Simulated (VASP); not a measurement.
# Ni (Fd-3m) in VASP: a series of runs

Ni is run at these levels: PBE; tasks: relaxation of cell and atoms, single point.

All numbers are computed with VASP 6.6.1; they aren't measurements. Logs are shortened: lines on timing, memory, paths and dates and some standing lists are left out, and cuts for length are marked.

## (1) The cell of the first run

The structure is cubic, space group Fd-3m (No. 227). Conventional cell: a = 4.040 Å, b = 4.040 Å, c = 4.040 Å, α = 90.00°, β = 90.00°, γ = 90.00°. Within 2.3 Å of Ni (site symmetry -43m) lie 4 Ni at 1.75 Å.

This isn't the form of Ni at room conditions, which is fcc.

## (2) Relaxation of cell and atoms, PBE, collinear spin, ferromagnetic start, target pressure 320 GPa, at which the enthalpy is minimised

Input file INCAR:

```
SYSTEM = Ni
PREC = Accurate
ENCUT = 600
EDIFF = 1E-6
ISMEAR = -1
SIGMA = 0.1
LREAL = .False.
LASPH = .True.
NELM = 150
ALGO = Normal
ISIF = 3
LWAVE = .False.
LCHARG = .False.
ISPIN = 2
MAGMOM = 1 1
LORBIT = 11
LMAXMIX = 4
GGA = PE
IBRION = 2
NSW = 32
EDIFFG = -0.005
PSTRESS = 3200.0
```

Input file KPOINTS:

```
Automatic mesh
0
Gamma
  16 16 16
  0 0 0
```

Input file POSCAR:

```
Ni
1.0
    0.0000000000      2.0200464104      2.0200464104
    2.0200464104      0.0000000000      2.0200464104
    2.0200464104      2.0200464104      0.0000000000
Ni
2
Direct
   -0.1250000000     -0.1250000000     -0.1250000000
    0.1250000000      0.1250000000      0.1250000000
```

Potentials or basis: VASP PAW PBE potentials, release 64 (Ni).

Run with:

```sh
cat potpaw_PBE.64/Ni/POTCAR > POTCAR
mpirun -np 1 vasp_std > vasp.out
```

OUTCAR:

```text
SYSTEM = Ni
   PREC = Accurate
   ENCUT = 600
   EDIFF = 1E-6
   ISMEAR = -1
   LREAL = .False.
   LASPH = .True.
   NELM = 150
   ISIF = 3
   ISPIN = 2
   LORBIT = 11
   GGA = PE
   IBRION = 2
   NSW = 32
   EDIFFG = -0.005
   PSTRESS = 3200.0

 ion  position               nearest neighbor table
   1  0.875  0.875  0.875-   2 1.75   2 1.75   2 1.75   2 1.75
   2  0.125  0.125  0.125-   1 1.75   1 1.75   1 1.75   1 1.75

  LATTYP: Found a face centered cubic cell.
 ALAT       =     4.0400928208

  Lattice vectors:

 A1 = (   0.0000000000,   2.0200464104,   2.0200464104)
 A2 = (   2.0200464104,   0.0000000000,   2.0200464104)
 A3 = (   2.0200464104,   2.0200464104,   0.0000000000)

Analysis of symmetry for initial positions (statically):
=====================================================================
 Subroutine PRICEL returns:
 Original cell was already a primitive cell.

 Routine SETGRP: Setting up the symmetry group for a
 face centered cubic supercell.

 Subroutine GETGRP returns: Found 48 space group operations
 (whereof 12 operations were pure point group operations)
 out of a pool of 48 trial point group operations.

The static configuration has the point symmetry D_3d.
 The point group associated with its full space group is O_h .

Analysis of symmetry for dynamics (positions and initial velocities):
=====================================================================
 Subroutine PRICEL returns:
 Original cell was already a primitive cell.

 Routine SETGRP: Setting up the symmetry group for a
 face centered cubic supercell.

 Subroutine GETGRP returns: Found 48 space group operations
 (whereof 12 operations were pure point group operations)
 out of a pool of 48 trial point group operations.

The dynamic configuration has the point symmetry D_3d.
 The point group associated with its full space group is O_h .

Analysis of structural, dynamic, and magnetic symmetry:
=====================================================================
 Subroutine PRICEL returns:
 Original cell was already a primitive cell.

 Routine SETGRP: Setting up the symmetry group for a
 face centered cubic supercell.

 Subroutine GETGRP returns: Found 48 space group operations
 (whereof 12 operations were pure point group operations)
 out of a pool of 48 trial point group operations.

The overall configuration has the point symmetry D_3d.
 The point group associated with its full space group is O_h .

 Subroutine INISYM returns: Found 48 space group operations
 (whereof 12 operations are pure point group operations),
 and found     1 'primitive' translations

----------------------------------------------------------------------------------------

                                     Primitive cell

  volume of cell :      16.4860

  direct lattice vectors                    reciprocal lattice vectors
     0.000000000  2.020046410  2.020046410    -0.247519066  0.247519066  0.247519066
     2.020046410  0.000000000  2.020046410     0.247519066 -0.247519066  0.247519066
     2.020046410  2.020046410  0.000000000     0.247519066  0.247519066 -0.247519066

  length of vectors
     2.856777030  2.856777030  2.856777030     0.428715597  0.428715597  0.428715597

  position of ions in fractional coordinates (direct lattice)
     0.875000000  0.875000000  0.875000000
     0.125000000  0.125000000  0.125000000

  ion indices of the primitive-cell ions
   primitive index   ion index
                 1           1
                 2           2

----------------------------------------------------------------------------------------

 KPOINTS: Automatic mesh

Automatic generation of k-mesh.
 Grid dimensions read from file:
 generate k-points for:   16   16   16

 Generating k-lattice:

  Cartesian coordinates                     Fractional coordinates (reciprocal lattice)
    -0.015469942  0.015469942  0.015469942     0.062500000  0.000000000  0.000000000
     0.015469942 -0.015469942  0.015469942     0.000000000  0.062500000  0.000000000
     0.015469942  0.015469942 -0.015469942     0.000000000  0.000000000  0.062500000

  Length of vectors
     0.026794725  0.026794725  0.026794725

  Shift w.r.t. Gamma in fractional coordinates (k-lattice)
     0.000000000  0.000000000  0.000000000

 Subroutine IBZKPT returns following result:
 ===========================================

 Found    145 irreducible k-points:

 Following reciprocal coordinates:
            Coordinates               Weight
  0.000000  0.000000  0.000000      1.000000
  0.062500  0.000000  0.000000      8.000000
  0.125000  0.000000  0.000000      8.000000
  0.187500  0.000000  0.000000      8.000000
  0.250000  0.000000  0.000000      8.000000
  0.312500  0.000000  0.000000      8.000000
[... 16 lines left out ...]
 -0.125000  0.062500  0.000000     24.000000
 -0.062500  0.062500  0.000000     12.000000
 [... further k-points ...]
   k-points           NKPTS =    145   k-points in BZ     NKDIM =    145   number of bands    NBANDS=     15
   number of dos      NEDOS =    301   number of ions     NIONS =      2
   total plane-waves  NPLWV =  13824
   dimension x,y,z NGX =    24 NGY =   24 NGZ =   24
   dimension x,y,z NGXF=    48 NGYF=   48 NGZF=   48
   ions per type =               2
   NGX,Y,Z   is equivalent  to a cutoff of  13.97, 13.97, 13.97 a.u.
   NGXF,Y,Z  is equivalent  to a cutoff of  27.93, 27.93, 27.93 a.u.
 SYSTEM =  Ni
   PREC   = accura    normal or accurate (medium, high low for compatibility)
   ISTART =      0    job   : 0-new  1-cont  2-samecut
   ICHARG =      2    charge: 1-file 2-atom 10-const
   ISPIN  =      2    spin polarized calculation?
   LNONCOLLINEAR =      F non collinear calculations
   LSORBIT =      F    spin-orbit coupling
   LASPH  =      T    aspherical Exc in radial PAW
   ENCUT  =  600.0 eV  44.10 Ry    6.64 a.u.   5.71  5.71  5.71*2*pi/ulx,y,z
   NELM   =    150;   NELMIN=  2; NELMDL= -5     # of ELM steps
   EDIFF  = 0.1E-05   stopping-criterion for ELM
   LREAL  =      F    real-space projection
   EDIFFG = -.5E-02   stopping-criterion for IOM
   NSW    =     32    number of steps for IOM
   IBRION =      2    ionic relax: 0-MD 1-quasi-New 2-CG
   NFREE  =      1    steps in history (QN), initial steepest desc. (CG)
   ISIF   =      3    stress and relaxation
   ISYM   =      2    0-nonsym 1-usesym 2-fastsym
   POTIM  = 0.5000    time-step for ionic-motion
   TEBEG  =    0.0;   TEEND  =   0.0 temperature during run
   PSTRESS= 3200.0 pullay stress
   NELECT =      20.0000    total number of electrons
   NUPDOWN=      -1.0000    fix difference up-down
   EMIN   =  10.00;   EMAX   =-10.00  energy-range for DOS
   EFERMI =   0.00;   METHOD = LEGACY
   ISMEAR =    -1;   SIGMA  =   0.10  broadening in eV -4-tet -1-fermi 0-gaus
   EFERMI_NEDOS =   21; number of points for ismear=-14 and -15
   IALGO  =     38    algorithm
   IMIX   =      4    mixing-type and parameters
     AMIX     =   0.40;   BMIX     =  1.00
     AMIX_MAG =   1.60;   BMIX_MAG =  1.00
  volume/ion in A,a.u.               =       8.24        55.63
  Fermi-wavevector in a.u.,A,eV,Ry     =   1.746010  3.299481 41.478071  3.048552
  Thomas-Fermi vector in A             =   2.817587
   LORBIT       =     11    0 simple, 1 ext, 2 COOP (PROOUT), +10 PAW based schemes
   GGA     = PE    functional components
   LHFCALC =     F    Hartree Fock is set to
   AEXX    =    0.0000 exact exchange contribution
   IVDW    =     0    specifies the selected vdW correction
   LEPSILON=     F    determine dielectric tensor
   LRPA    =     F    only Hartree local field effects (RPA)
 conjugate gradient relaxation of ions
 spin polarized calculation
  energy-cutoff  :      600.00
  volume of cell :       16.49
 maximum number of plane-waves:       568
   NGX = 11   NGY = 11   NGZ = 11

--------------------------------------- Ionic step        1  -------------------------------------------

 number of electron      20.0000013 magnetization       0.7999482

 Free energy of the ion-electron system (eV)
  ---------------------------------------------------
  ext. energy  EPLUGINS =         0.00000000
  ---------------------------------------------------
  free energy    TOTEN  =        -0.28636870 eV

  energy without entropy =       -0.18829247  energy(sigma->0) =       -0.23733059

------------------------ aborting loop because EDIFF is reached ----------------------------------------

  FORCE on cell =-STRESS in cart. coord.  units (eV):
  Direction    XX          YY          ZZ          XY          YZ          ZX
  --------------------------------------------------------------------------------------
  -------------------------------------------------------------------------------------
  Total       30.2881951     30.2881951     30.2881951     -0.0000000     -0.0000000      0.0000000
  in kB     2943.5399728   2943.5399728   2943.5399728     -0.0000000     -0.0000000      0.0000000
  external PRESSURE =    -256.4600272 kB  Pullay stress =    3200.0000000 kB
[... 213 lines left out ...]
  enthalpy is  TOTEN    =        32.6078167686 eV   P V=       32.1332894349

--------------------------------------- Ionic step        7  -------------------------------------------

 number of electron      20.0000013 magnetization       0.0005724

 Free energy of the ion-electron system (eV)
  ---------------------------------------------------
  ext. energy  EPLUGINS =         0.00000000
  ---------------------------------------------------
  free energy    TOTEN  =         0.51467188 eV

  energy without entropy =        0.62379194  energy(sigma->0) =        0.56923191

 E-fermi :  15.3413     XC(G=0): -14.8336

 val. band max:       15.3384406957   @ k =  -0.3750   0.2500   0.0625
 cond. band min:      15.3463175439   @ k =  -0.3125   0.3750   0.1250
 fundamental gap:      0.0078768482
 Fermi energy:        15.3412570285

 spin component 1

 k-point     1 :       0.0000    0.0000    0.0000
  band No.  band energies     occupation
      1       3.9573      1.00000
      2       8.3421      1.00000
      3       8.3421      1.00000
      4       9.2620      1.00000
      5       9.2620      1.00000
      6       9.2620      1.00000
      7      12.3985      1.00000
      8      12.3985      1.00000
      9      12.3985      1.00000
     10      15.3669      0.43612
     11      15.3669      0.43612
     12      34.2510      0.00000
     13      34.2510      0.00000
     14      34.2510      0.00000
     15      35.2941      0.00000
[... 397 lines left out ...]
 k-point    24 :      -0.0625    0.0625    0.0000
  band No.  band energies     occupation
      1       4.2803      1.00000
      2       8.0981      1.00000
      3       8.3248      1.00000
      4       9.2892      1.00000
      5       9.3869      1.00000
      6       9.5805      1.00000
      7      12.1663      1.00000
      8      12.3115      1.00000
      9      12.4803      1.00000
     10      15.2911      0.62288
     11      15.4175      0.31804
     12      30.9042      0.00000
     13      31.5278      0.00000
     14      34.5182      0.00000
     15      34.5686      0.00000

 [... further k-points ...]

 spin component 2

 k-point     1 :       0.0000    0.0000    0.0000
  band No.  band energies     occupation
      1       3.9573      1.00000
      2       8.3424      1.00000
      3       8.3424      1.00000
      4       9.2623      1.00000
      5       9.2623      1.00000
      6       9.2623      1.00000
      7      12.3988      1.00000
      8      12.3988      1.00000
      9      12.3988      1.00000
     10      15.3673      0.43523
     11      15.3673      0.43523
     12      34.2510      0.00000
     13      34.2510      0.00000
     14      34.2510      0.00000
     15      35.2942      0.00000
[... 397 lines left out ...]
 k-point    24 :      -0.0625    0.0625    0.0000
  band No.  band energies     occupation
      1       4.2804      1.00000
      2       8.0984      1.00000
      3       8.3251      1.00000
      4       9.2895      1.00000
      5       9.3871      1.00000
      6       9.5808      1.00000
      7      12.1666      1.00000
      8      12.3118      1.00000
      9      12.4806      1.00000
     10      15.2914      0.62203
     11      15.4179      0.31726
     12      30.9042      0.00000
     13      31.5279      0.00000
     14      34.5183      0.00000
     15      34.5687      0.00000

 [... further k-points ...]
[... 5 lines left out ...]
  --------------------------------------------------------------------------------------
  -------------------------------------------------------------------------------------
  Total       32.0953695     32.0953695     32.0953695     -0.0000000      0.0000000      0.0000000
  in kB     3200.2302945   3200.2302945   3200.2302945     -0.0000000      0.0000000      0.0000000
  external PRESSURE =       0.2302945 kB  Pullay stress =    3200.0000000 kB
[... 17 lines left out ...]
  FREE ENERGIE OF THE ION-ELECTRON SYSTEM (eV)
  ---------------------------------------------------
  free  energy   TOTEN  =         0.5146718834 eV

  energy  without entropy=        0.6237919436  energy(sigma->0) =        0.56923191

  enthalpy is  TOTEN    =        32.6077317716 eV   P V=       32.0930598882

 reached required accuracy - stopping structural energy minimisation

 total charge

# of ion       s       p       d       tot
------------------------------------------
    1        0.836   0.965   8.997  10.798
    2        0.836   0.965   8.997  10.798
--------------------------------------------------
tot          1.671   1.930  17.995  21.596

 magnetization (x)

# of ion       s       p       d       tot
------------------------------------------
    1       -0.000  -0.000   0.000   0.000
    2       -0.000  -0.000   0.000   0.000
--------------------------------------------------
tot         -0.000  -0.000   0.001   0.001
```

Run time: 3 min. Hardware: 1 thread of Intel Xeon Platinum 8488C (Sapphire Rapids), shared host; peak memory 0.21 GiB.

What came out:

| Item | Value |
| --- | --- |
| Free energy | 0.5147 eV |
| Relaxed volume | 8.03 Å³/atom |
| Relaxed cell | a = 2.832 Å, b = 2.832 Å, c = 2.832 Å, α = 60.00°, β = 60.00°, γ = 60.00° |
| Space group after relaxing (to 0.1 Å) | Fd-3m (No. 227) |
| Energy change on relaxing (the run minimises the enthalpy) | +400.5 meV/atom |
| Ionic steps | 7 |
| Pressure after relaxing | 320.0 GPa |
| Band gap on the k mesh | zero (filled and empty bands overlap) |
| Net moment | 0.00 μB per cell |

Step by step:
```tsv
step	energy change (eV)	largest force (eV/Å)	pressure (GPa)	volume (Å³)
1	0.0000	0.0000	294.35	16.49
2	7.5342	0.0000	554.84	13.53
3	0.7038	0.0000	316.77	16.12
4	0.7914	0.0000	319.72	16.07
5	0.8077	0.0000	320.24	16.07
6	0.7609	0.0000	318.71	16.09
7	0.8010	0.0000	320.02	16.07
```

Final structure:
```
Ni
1.0
     0.00000    2.00284    2.00284
     2.00284    0.00000    2.00284
     2.00284    2.00284    0.00000
Ni
2
Direct
  0.87500 0.87500 0.87500
  0.12500 0.12500 0.12500
```

Levels at points of the mesh, in eV from the Fermi level:
Spin up:
```csv
k point,band 6,band 7,band 8,band 9,band 10,band 11,band 12,band 13,band 14,band 15
"(0.00, 0.00, 0.00)",-6.08,-2.94,-2.94,-2.94,0.03,0.03,18.91,18.91,18.91,19.95
"(0.50, 0.00, 0.00)",-6.21,-3.24,-1.77,-1.77,-0.55,-0.55,2.50,15.35,15.35,15.37
"(0.50, 0.50, 0.00)",-3.51,-3.46,-3.46,-0.25,-0.25,2.60,2.60,6.51,6.51,15.46
```
Spin down:
```csv
k point,band 7,band 8,band 9,band 10,band 11,band 12,band 13,band 14
"(0.00, 0.00, 0.00)",-2.94,-2.94,-2.94,0.03,0.03,18.91,18.91,18.91
"(0.50, 0.00, 0.00)",-3.24,-1.77,-1.77,-0.55,-0.55,2.50,15.35,15.35
"(0.50, 0.50, 0.00)",-3.46,-3.46,-0.25,-0.25,2.60,2.60,6.51,6.51
```

Caveat: the cell is relaxed towards a set pressure, so the run minimises the enthalpy, not the energy; atoms lie so close that the PAW spheres overlap strongly, which falsifies energies and pressures; the moments typed at the start vanished in this run.

## (3) Single point, PBE, collinear spin, ferromagnetic start

Input file INCAR:

```
  PREC = Accurate
  ENCUT = 520
  EDIFF = 1E-6
  ISMEAR = -1
  SIGMA = 0.1
  LREAL = False
  LASPH = True
  NELM = 150
  ALGO = Normal
  ISIF = 2
  LWAVE = False
  LCHARG = False
  ISPIN = 2
  MAGMOM = 1 1
  LORBIT = 11
  LMAXMIX = 4
  GGA = PE
  NBANDS = 21
```

Input file KPOINTS:

```
regular mesh
0
Gamma
  16 16 16
```

POSCAR is that of step 2.

Potentials or basis: VASP PAW PBE potentials, release 64 (Ni).

Run with:

```sh
cat potpaw_PBE.64/Ni/POTCAR > POTCAR
mpirun -np 1 vasp_std > vasp.out
```

Wall time 1.7 min (1 thread of Intel Xeon Platinum 8488C (Sapphire Rapids), shared host); peak memory 0.2 GiB.

The run converged. Its results:

```yaml
Free_energy: -0.2850 eV
Pressure: 294.6 GPa
Net_moment: 0.80 μB per cell
Site_moments: Ni +0.38 μB
```

Levels at points of the mesh, in eV from the Fermi level:
Spin up:
```
           k point  band 8  band 9  band 10  band 11  band 12  band 13
(0.00, 0.00, 0.00)   -3.03   -3.03    -0.22    -0.22    18.67    18.67
(0.50, 0.00, 0.00)   -1.94   -1.94    -0.75    -0.75     2.25    14.96
(0.50, 0.50, 0.00)   -3.54   -0.46    -0.46     2.40     2.40     6.39
```
Spin down:
```csv
k point,band 7,band 8,band 9,band 10,band 11,band 12,band 13,band 14
"(0.00, 0.00, 0.00)",-2.62,-2.62,-2.62,0.29,0.29,18.73,18.73,18.73
"(0.50, 0.00, 0.00)",-3.10,-1.48,-1.48,-0.27,-0.27,2.59,15.07,15.07
"(0.50, 0.50, 0.00)",-3.16,-3.16,0.02,0.02,2.69,2.69,6.42,6.42
```

Caveat: the cell stands under pressure.

[end of part 1 of 2]
